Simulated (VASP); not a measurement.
Input of a VASP 6.6.1 run:

The input INCAR:

```
SYSTEM = Mn
  PREC = Accurate
  ENCUT = 520
  EDIFF = 1E-7
  ISMEAR = -1
  SIGMA = 0.05
  LREAL = .FALSE.
  LASPH = .TRUE.
  NELM = 150
  ALGO = Normal
  ISIF = 2
  LWAVE = .FALSE.
  LCHARG = .TRUE.
  ISPIN = 2
  MAGMOM = 1.918 -1.918
  LORBIT = 11
  LMAXMIX = 4
  GGA = PS
  LELF = .TRUE.
  LVHAR = .TRUE.
  NBANDS = 24
```

KPOINTS

```
Automatic mesh
0
G
  13 13 13
  0 0 0
```

POSCAR

```
Mn
1.0
    0.0000000000      2.2526692357      2.2526692357
    2.2526692357      0.0000000000      2.2526692357
    2.2526692357      2.2526692357      0.0000000000
Mn
2
Direct
    0.0000000000      0.0000000000      0.0000000000
    0.5000000000      0.5000000000      0.5000000000
```

Potentials or basis: VASP PAW PBE potentials, release 64 (Mn_pv).

Launch:

```bash
$ cat potpaw_PBE.64/Mn_pv/POTCAR > POTCAR
$ mpirun -np 1 vasp_std > vasp.out
```

Problem. Estimate the net moment.

Solution. 0.00 μB per cell.

Problem. Estimate the pressure.

Solution. 13.5 GPa.

Problem. Predict the band gap on the k mesh.

Solution. Zero (filled and empty bands overlap).

Problem. What does it give for the site moments?

Solution. Mn +1.68, -1.68 μB.

Caveat: the PAW data sets were made with another functional, which shifts forces and pressure a little.
